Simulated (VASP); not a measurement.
# H2ClF in VASP: notebook

Runs on H2ClF. Level: PBE+D3(BJ). Tasks: single point.

All numbers are computed with VASP 6.6.1; they aren't measurements. Logs are shortened: lines on timing, memory, paths and dates and some standing lists are left out, and cuts for length are marked.

## 1. The cell of the first run

The cell holds a disordered packing, 12 atoms: a = 6.546 Å, b = 6.546 Å, c = 6.546 Å, α = 90.00°, β = 90.00°, γ = 90.00°.

## 2. Single point, PBE+D3(BJ)

File INCAR:

```
SYSTEM = H2ClF
PREC     = Accurate       ! precision mode
ENCUT    = 1010           ! plane-wave cutoff, eV
EDIFF    = 1E-6           ! SCF threshold, eV
ISMEAR   = -1             ! smearing method
SIGMA    = 0.02           ! smearing width, eV
LREAL    = .FALSE.        ! projectors in reciprocal space
LASPH    = .TRUE.         ! aspherical terms in the spheres
NELM     = 120            ! most SCF steps
ALGO     = Normal         ! electronic algorithm
ISIF     = 2              ! what is computed and relaxed
LWAVE    = .FALSE.        ! write WAVECAR
LCHARG   = .TRUE.         ! write CHGCAR
GGA      = PE             ! functional
IVDW     = 12             ! dispersion correction
LELF     = .TRUE.         ! ELF
LVHAR    = .TRUE.       
NBANDS   = 36             ! bands
GGA_COMPAT= .FALSE.
```

File KPOINTS:

```
Automatic mesh
0
G
  1 1 1
  0 0 0
```

File POSCAR:

```
H2ClF
1.0
    6.5460240000      0.0000000000      0.0000000000
    0.0000000000      6.5460240000      0.0000000000
    0.0000000000      0.0000000000      6.5460240000
F H Cl
3 6 3
Direct
    0.4949111094      0.2207446841      0.7549468196
    0.6267163090      0.1837145724      0.3898855244
    0.6207890469      0.6094844749      0.5845685870
    0.5358214391      0.2329200137      0.6186045147
    0.7247605569      0.1246252687      0.3161919357
    0.5303066411      0.6980267717      0.6540458758
    0.3510222388      0.9819242948      0.8101864582
    0.1610748754      0.4093629965     -0.0818359358
    0.8340482711      0.7474919126      0.4375174915
    0.2975546683      0.7843692599      0.8093157006
    0.0711271453      0.3346000565      0.0658109411
    0.9199782952      0.8392269873      0.2887401574
```

Potentials or basis: VASP PAW PBE potentials, release 64 (F_h, H_h, Cl).

Command:

```bash
$ cat potpaw_PBE.64/F_h/POTCAR potpaw_PBE.64/H_h/POTCAR potpaw_PBE.64/Cl/POTCAR > POTCAR
$ mpirun -np 1 vasp_gam > vasp.out
```

OUTCAR:

```text
SYSTEM = H2ClF
   PREC = Accurate
   ENCUT = 1010
   EDIFF = 1E-6
   ISMEAR = -1
   LREAL = .FALSE.
   LASPH = .TRUE.
   NELM = 120
   ISIF = 2
   GGA = PE
   IVDW = 12
 IVDW          = 12

 ion  position               nearest neighbor table
   1  0.495  0.221  0.755-   4 0.94
   2  0.627  0.184  0.390-   5 0.89
   3  0.621  0.609  0.585-   6 0.95
   4  0.536  0.233  0.619-   1 0.94
   5  0.725  0.125  0.316-   2 0.89
   6  0.530  0.698  0.654-   3 0.95
   7  0.351  0.982  0.810-  10 1.34
   8  0.161  0.409  0.918-  11 1.23
   9  0.834  0.747  0.438-  12 1.27
  10  0.298  0.784  0.809-   7 1.34
  11  0.071  0.335  0.066-   8 1.23
  12  0.920  0.839  0.289-   9 1.27

  LATTYP: Found a simple cubic cell.
 ALAT       =     6.5460240000

  Lattice vectors:

 A1 = (   6.5460240000,   0.0000000000,   0.0000000000)
 A2 = (   0.0000000000,   6.5460240000,   0.0000000000)
 A3 = (   0.0000000000,   0.0000000000,   6.5460240000)

Analysis of symmetry for initial positions (statically):
=====================================================================
 Subroutine PRICEL returns:
 Original cell was already a primitive cell.

 Routine SETGRP: Setting up the symmetry group for a
 simple cubic supercell.

 Subroutine GETGRP returns: Found  1 space group operations
 (whereof  1 operations were pure point group operations)
 out of a pool of 48 trial point group operations.

The static configuration has the point symmetry C_1 .

Analysis of symmetry for dynamics (positions and initial velocities):
=====================================================================
 Subroutine PRICEL returns:
 Original cell was already a primitive cell.

 Routine SETGRP: Setting up the symmetry group for a
 simple cubic supercell.

 Subroutine GETGRP returns: Found  1 space group operations
 (whereof  1 operations were pure point group operations)
 out of a pool of 48 trial point group operations.

The dynamic configuration has the point symmetry C_1 .

 Subroutine INISYM returns: Found  1 space group operations
 (whereof  1 operations are pure point group operations),
 and found     1 'primitive' translations

----------------------------------------------------------------------------------------

                                     Primitive cell

  volume of cell :     280.4999

  direct lattice vectors                    reciprocal lattice vectors
     6.546024000  0.000000000  0.000000000     0.152764487  0.000000000  0.000000000
     0.000000000  6.546024000  0.000000000     0.000000000  0.152764487  0.000000000
     0.000000000  0.000000000  6.546024000     0.000000000  0.000000000  0.152764487

  length of vectors
     6.546024000  6.546024000  6.546024000     0.152764487  0.152764487  0.152764487

  position of ions in fractional coordinates (direct lattice)
     0.494911109  0.220744684  0.754946820
     0.626716309  0.183714572  0.389885524
     0.620789047  0.609484475  0.584568587
     0.535821439  0.232920014  0.618604515
     0.724760557  0.124625269  0.316191936
     0.530306641  0.698026772  0.654045876
     0.351022239  0.981924295  0.810186458
     0.161074875  0.409362997  0.918164064
     0.834048271  0.747491913  0.437517492
     0.297554668  0.784369260  0.809315701
     0.071127145  0.334600057  0.065810941
     0.919978295  0.839226987  0.288740157

  ion indices of the primitive-cell ions
   primitive index   ion index
                 1           1
                 2           2
                 3           3
                 4           4
                 5           5
                 6           6
                 7           7
                 8           8
                 9           9
                10          10
                11          11
                12          12

----------------------------------------------------------------------------------------

 KPOINTS: Automatic mesh

Automatic generation of k-mesh.
 Grid dimensions read from file:
 generate k-points for:    1    1    1

 Generating k-lattice:

  Cartesian coordinates                     Fractional coordinates (reciprocal lattice)
     0.152764487  0.000000000  0.000000000     1.000000000  0.000000000  0.000000000
     0.000000000  0.152764487  0.000000000     0.000000000  1.000000000  0.000000000
     0.000000000  0.000000000  0.152764487     0.000000000  0.000000000  1.000000000

  Length of vectors
     0.152764487  0.152764487  0.152764487

  Shift w.r.t. Gamma in fractional coordinates (k-lattice)
     0.000000000  0.000000000  0.000000000

 Subroutine IBZKPT returns following result:
 ===========================================

 Found      1 irreducible k-points:

 Following reciprocal coordinates:
            Coordinates               Weight
  0.000000  0.000000  0.000000      1.000000
   k-points           NKPTS =      1   k-points in BZ     NKDIM =      1   number of bands    NBANDS=     36
   number of dos      NEDOS =    301   number of ions     NIONS =     12
   total plane-waves  NPLWV = 343000
   dimension x,y,z NGX =    70 NGY =   70 NGZ =   70
   dimension x,y,z NGXF=   140 NGYF=  140 NGZF=  140
   ions per type =               3   6   3
   NGX,Y,Z   is equivalent  to a cutoff of  17.78, 17.78, 17.78 a.u.
   NGXF,Y,Z  is equivalent  to a cutoff of  35.56, 35.56, 35.56 a.u.
 SYSTEM =  H2ClF
   PREC   = accura    normal or accurate (medium, high low for compatibility)
   ISTART =      0    job   : 0-new  1-cont  2-samecut
   ICHARG =      2    charge: 1-file 2-atom 10-const
   ISPIN  =      1    spin polarized calculation?
   LNONCOLLINEAR =      F non collinear calculations
   LSORBIT =      F    spin-orbit coupling
   LASPH  =      T    aspherical Exc in radial PAW
   ENCUT  = 1010.0 eV  74.23 Ry    8.62 a.u.  16.96 16.96 16.96*2*pi/ulx,y,z
   NELM   =    120;   NELMIN=  2; NELMDL= -5     # of ELM steps
   EDIFF  = 0.1E-05   stopping-criterion for ELM
   LREAL  =      F    real-space projection
   EDIFFG = 0.1E-04   stopping-criterion for IOM
   NSW    =      0    number of steps for IOM
   IBRION =     -1    ionic relax: 0-MD 1-quasi-New 2-CG
   NFREE  =      0    steps in history (QN), initial steepest desc. (CG)
   ISIF   =      2    stress and relaxation
   ISYM   =      2    0-nonsym 1-usesym 2-fastsym
   POTIM  = 0.5000    time-step for ionic-motion
   TEBEG  =    0.0;   TEEND  =   0.0 temperature during run
   PSTRESS=    0.0 pullay stress
   NELECT =      48.0000    total number of electrons
   NUPDOWN=      -1.0000    fix difference up-down
   EMIN   =  10.00;   EMAX   =-10.00  energy-range for DOS
   EFERMI =   0.00;   METHOD = LEGACY
   ISMEAR =    -1;   SIGMA  =   0.02  broadening in eV -4-tet -1-fermi 0-gaus
   EFERMI_NEDOS =   21; number of points for ismear=-14 and -15
   IALGO  =     38    algorithm
   IMIX   =      4    mixing-type and parameters
     AMIX     =   0.40;   BMIX     =  1.00
     AMIX_MAG =   1.60;   BMIX_MAG =  1.00
  volume/ion in A,a.u.               =      23.37       157.74
  Fermi-wavevector in a.u.,A,eV,Ry     =   0.908889  1.717552 11.239497  0.826080
  Thomas-Fermi vector in A             =   2.032869
   LORBIT       =      0    0 simple, 1 ext, 2 COOP (PROOUT), +10 PAW based schemes
   GGA     = PE    functional components
   LHFCALC =     F    Hartree Fock is set to
   AEXX    =    0.0000 exact exchange contribution
   IVDW    =    12    specifies the selected vdW correction
   LEPSILON=     F    determine dielectric tensor
   LRPA    =     F    only Hartree local field effects (RPA)
 non-spin polarized calculation
  energy-cutoff  :     1010.00
  volume of cell :      280.50
 maximum number of plane-waves:     10171
 NGX is ok and might be reduce to    70
   NGX = 33   NGY = 33   NGZ = 33

 number of electron      48.0000000 magnetization

 Free energy of the ion-electron system (eV)
  ---------------------------------------------------
  ext. energy  EPLUGINS =         0.00000000
  ---------------------------------------------------
  free energy    TOTEN  =       -42.94498452 eV

  energy without entropy =      -42.94498452  energy(sigma->0) =      -42.94498452

 E-fermi :  -4.2526     XC(G=0):  -5.5336

 val. band max:       -4.7371190898   @ k =   0.0000   0.0000   0.0000
 cond. band min:       0.8539643158   @ k =   0.0000   0.0000   0.0000
 fundamental gap:      5.5910834056
 Fermi energy:        -4.2525568319

 k-point     1 :       0.0000    0.0000    0.0000
  band No.  band energies     occupation
      1     -28.0372      2.00000
      2     -27.1952      2.00000
      3     -26.8940      2.00000
      4     -18.6171      2.00000
      5     -18.3279      2.00000
      6     -18.2321      2.00000
[... 28 lines left out ...]
     35       6.1395      0.00000
     36       6.2069      0.00000

------------------------ aborting loop because EDIFF is reached ----------------------------------------

 Edisp (eV)   -0.39676

 E8    (eV) :    -0.1027

  FORCE on cell =-STRESS in cart. coord.  units (eV):
  Direction    XX          YY          ZZ          XY          YZ          ZX
  --------------------------------------------------------------------------------------
  -------------------------------------------------------------------------------------
  Total       3.16439     0.52016     4.26717    -1.33763     0.13165    -3.49024
  in kB      18.07455     2.97110    24.37349    -7.64034     0.75195   -19.93577
  external pressure =       15.14 kB  Pullay stress =        0.00 kB

 VOLUME and BASIS-vectors are now :
 -----------------------------------------------------------------------------
  energy-cutoff  :     1010.00
  volume of cell :      280.50
      direct lattice vectors                 reciprocal lattice vectors
     6.546024000  0.000000000  0.000000000     0.152764487  0.000000000  0.000000000
     0.000000000  6.546024000  0.000000000     0.000000000  0.152764487  0.000000000
     0.000000000  0.000000000  6.546024000     0.000000000  0.000000000  0.152764487

 POSITION                                       TOTAL-FORCE (eV/Angst)
 -----------------------------------------------------------------------------------
      3.23970      1.44500      4.94190        -0.490294     -0.181602      0.905722
      4.10250      1.20260      2.55220        -2.564210      1.709578      1.475761
      4.06370      3.98970      3.82660         0.879641     -0.381510     -0.574193
      3.50750      1.52470      4.04940         0.401559      0.013537     -0.654199
      4.74430      0.81580      2.06980         2.473622     -1.749007     -1.585439
      3.47140      4.56930      4.28140        -0.482494      0.168935      0.345780
      2.29780      6.42770      5.30350        -0.110734     -0.649095     -0.066578
      1.05440      2.67970      6.01032         0.863926      0.675795     -1.385775
      5.45970      4.89310      2.86400        -0.498598     -0.390774      0.504500
      1.94780      5.13450      5.29780        -0.108926      1.142239      0.215624
      0.46560      2.19030      0.43080        -0.831066     -0.824839      1.401946
      6.02220      5.49360      1.89010         0.467575      0.466741     -0.583149
 -----------------------------------------------------------------------------------
    total drift:                                0.001086      0.001041      0.000644

  FREE ENERGIE OF THE ION-ELECTRON SYSTEM (eV)
  ---------------------------------------------------
  free  energy   TOTEN  =       -43.3417494817 eV

  energy  without entropy=      -43.3417494817  energy(sigma->0) =      -43.34174948
```

Wall time 33 s (1 thread of Intel Xeon 6975P-C (Granite Rapids), shared host); peak memory 0.68 GiB.

What came out:

```
Free energy                : -43.3417 eV
Pressure                   : 1.5 GPa
Largest force              : 3.419 eV/Å
Dispersion energy per atom : -0.033 eV
```

Forces on the atoms (eV/Å):
```
F   -0.490 -0.182  0.906
F   -2.564  1.710  1.476
F    0.880 -0.382 -0.574
H    0.402  0.014 -0.654
H    2.474 -1.749 -1.585
H   -0.482  0.169  0.346
H   -0.111 -0.649 -0.067
H    0.864  0.676 -1.386
H   -0.499 -0.391  0.504
Cl  -0.109  1.142  0.216
Cl  -0.831 -0.825  1.402
Cl   0.468  0.467 -0.583
```

Levels at points of the mesh, in eV from the Fermi level:
| k point | band 22 | band 23 | band 24 | band 25 | band 26 | band 27 |
| --- | --- | --- | --- | --- | --- | --- |
| (0.00, 0.00, 0.00) | -0.85 | -0.63 | -0.48 | 5.11 | 6.65 | 7.68 |

Caveat: the k points lie up to 0.96 Å⁻¹ apart, too coarse for converged energies, forces and pressures.

## 3. Single point, PBE+D3(BJ)

File INCAR:

```
  ALGO = Normal
  EDIFF = 1E-6
  ENCUT = 1010
  GGA = PE
  GGA_COMPAT = False
  ISIF = 2
  ISMEAR = -1
  IVDW = 12
  LASPH = True
  LCHARG = False
  LREAL = False
  LWAVE = False
  NBANDS = 36
  NELM = 120
  PREC = Accurate
  SIGMA = 0.02
```

File KPOINTS:

```
k-points
0
Gamma
  1 1 1
```

File POSCAR:

```
H2ClF
1.0
    6.5460240000      0.0000000000      0.0000000000
    0.0000000000      6.5460240000      0.0000000000
    0.0000000000      0.0000000000      6.5460240000
F H Cl
3 6 3
Direct
    0.5138844587      0.2113649446      0.7641126889
    0.5953843127      0.1822327569      0.3983334005
    0.6464993101      0.6152742489      0.5745625131
    0.5686046981      0.1687283762      0.6321241719
    0.6725303787      0.0952333814      0.3177959629
    0.5437193631      0.6544430635      0.6737830475
    0.3913215106      0.9625384814      0.7836359903
    0.2024434985      0.1350743596      0.0047968049
    0.7846136831      0.7785947623      0.3940407185
    0.2933689213      0.7904798394      0.8296333775
    0.1276500056      0.3129991580      0.0649707364
    0.8996300655      0.8811455626      0.2745177836
```

Potentials or basis: VASP PAW PBE potentials, release 64 (F_h, H_h, Cl).

Command:

```bash
$ cat potpaw_PBE.64/F_h/POTCAR potpaw_PBE.64/H_h/POTCAR potpaw_PBE.64/Cl/POTCAR > POTCAR
$ mpirun -np 1 vasp_gam > vasp.out
```

Run time: 22 s. Hardware: 1 thread of AMD EPYC 9R45 (Zen 5), shared host; peak memory 0.62 GiB.

Results (log left out):

- Free energy: -43.4980 eV
- Pressure: 0.0 GPa
- Largest force: 1.690 eV/Å
- Dispersion energy per atom: -0.034 eV

Forces in eV/Å, atoms in the order of the input:
```
F    0.199 -0.820 -0.384
F   -1.060  0.986  0.632
F   -0.418  0.273  0.488
H   -0.232  0.754  0.390
H    1.148 -0.982 -0.758
H    0.386 -0.253 -0.520
H   -0.274 -0.189  0.230
H   -0.365  0.854  0.291
H   -0.398 -0.663  0.567
Cl   0.370  0.405 -0.168
Cl   0.275 -0.755 -0.220
Cl   0.369  0.388 -0.548
```

Stress tensor (GPa, compression positive):
```
 0.17 -0.07 -0.39
-0.07 -0.53 -0.20
-0.39 -0.20  0.43
```

Levels at points of the mesh, in eV from the Fermi level:
```tsv
k point	band 22	band 23	band 24	band 25	band 26	band 27
(0.00, 0.00, 0.00)	-1.16	-0.54	-0.53	5.04	6.96	7.13
```

Caveat: the k points lie up to 0.96 Å⁻¹ apart, too coarse for converged energies, forces and pressures.

## 4. Single point, PBE+D3(BJ)

File INCAR:

```
PREC     = Accurate       # precision mode
ENCUT    = 1010           # plane-wave cutoff, eV
EDIFF    = 1E-6           # SCF threshold, eV
ISMEAR   = -1             # smearing method
SIGMA    = 0.02           # smearing width, eV
LREAL    = F              # projectors in reciprocal space
LASPH    = T              # aspherical terms in the spheres
NELM     = 120            # most SCF steps
ALGO     = Normal         # electronic algorithm
ISIF     = 2              # what is computed and relaxed
LWAVE    = F              # write WAVECAR
LCHARG   = T              # write CHGCAR
GGA      = PE             # functional
IVDW     = 12             # dispersion correction
LELF     = T              # ELF
LVHAR    = T            
NBANDS   = 36             # bands
GGA_COMPAT= F
```

File KPOINTS:

```
Automatic mesh
0
Gamma
  1 1 1
```

File POSCAR:

```
H2ClF
1.0
    6.5460240000      0.0000000000      0.0000000000
    0.0000000000      6.5460240000      0.0000000000
    0.0000000000      0.0000000000      6.5460240000
F H Cl
3 6 3
Direct
    0.4722103066      0.3889231081      0.7497986564
    0.5941163674      0.1558808828      0.4954457851
    0.7567647170      0.6423441161      0.7002265803
    0.4774806814      0.2543223184      0.7072079174
    0.6979656659      0.0718756913      0.4539091210
    0.6896247249      0.5129678718      0.7217358201
    0.2303841232      0.9479953022      0.8794957061
   -0.0499539873      0.3987611411     -0.0967763027
    0.9144176679      0.7556037069      0.4450182279
    0.2483645034      0.7587201025      0.8172136246
   -0.0565534132      0.2044905427     -0.0854106248
    0.9742860704      0.9252028407      0.3659778821
```

Command:

```bash
$ cat potpaw_PBE.64/F_h/POTCAR potpaw_PBE.64/H_h/POTCAR potpaw_PBE.64/Cl/POTCAR > POTCAR
$ mpirun -np 1 vasp_gam > vasp.out
```

Wall time 34 s (1 thread of AMD EPYC 9R45 (Zen 5), shared host); peak memory 0.63 GiB.

The run converged. Its results:

- Free energy: -43.2965 eV
- Pressure: 1.0 GPa
- Largest force: 2.096 eV/Å
- Dispersion energy per atom: -0.035 eV

Forces in eV/Å, atoms in the order of the input:
```
F   -0.307  0.985  0.845
F   -1.499  0.924  0.233
F    0.217 -0.587  0.025
H    0.324 -0.978 -0.622
H    1.601 -1.252 -0.514
H   -0.280  0.724 -0.238
H   -0.086 -0.586 -0.191
H    0.157  0.551 -0.032
H   -0.098 -0.174  0.313
Cl   0.033  0.683  0.353
Cl  -0.058 -0.402  0.069
Cl  -0.005  0.112 -0.240
```

Stress tensor (GPa, compression positive):
```
 1.11 -0.86 -0.25
-0.86  1.20  0.48
-0.25  0.48  0.56
```

Levels at points of the mesh, in eV from the Fermi level:
| k point | band 21 | band 22 | band 23 | band 24 | band 25 | band 26 | band 27 | band 28 |
| --- | --- | --- | --- | --- | --- | --- | --- | --- |
| (0.00, 0.00, 0.00) | -1.27 | -0.99 | -0.63 | -0.51 | 4.86 | 6.61 | 6.73 | 7.21 |

Caveat: the k points lie up to 0.96 Å⁻¹ apart, too coarse for converged energies, forces and pressures; the atoms stand as in a frame of molecular dynamics.

(Continued in part 2 of 2.)
